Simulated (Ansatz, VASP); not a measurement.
# Two plane-wave programs on ZnGeP2

```xyz
8
Lattice="0.0000 5.4625 0.0000 5.4625 0.0000 0.0000 2.7313 2.7313 -5.3825" Properties=species:S:1:pos:R:3 pbc="T T T"
Ge    2.7313    2.7313    0.0000
Ge    5.4625    2.7313   -2.6912
Zn    0.0000    0.0000    0.0000
Zn    2.7313    5.4625   -2.6912
P     4.1734    4.0969   -4.0369
P     1.3656    4.0204   -1.3456
P     6.7517    6.8281   -4.0369
P     4.0969    1.4421   -1.3456
```

Alike in both runs: task single point; functional PBE; k mesh 5 × 5 × 5; no spin polarisation.

|  | VASP | Ansatz |
| --- | --- | --- |
| version | VASP 6.6.1 | Ansatz 0.2.0 |
| potentials or method | VASP PAW PBE potentials, release 64 (Ge_d, Zn, P), cutoff 500 eV | PAW plane waves |
| occupations | fermi-dirac, width 0.1 eV | fermi-dirac |
| valence electrons in the cell | 72 | 72 |

VASP gave:

| Quantity | Value |
| --- | --- |
| pressure (GPa) | 2.1 |
| traceless stress, the component that is largest in VASP (GPa) | -0.32 |
| rms of the force components (eV/Å) | 0.274 |

Problem. Which values does Ansatz return?

Solution. Pressure (GPa): 2.2; traceless stress, the component that is largest in VASP (GPa): -0.31; rms of the force components (eV/Å): 0.287.

Atom by atom the forces differ by 0.013 eV/Å (rms over components).
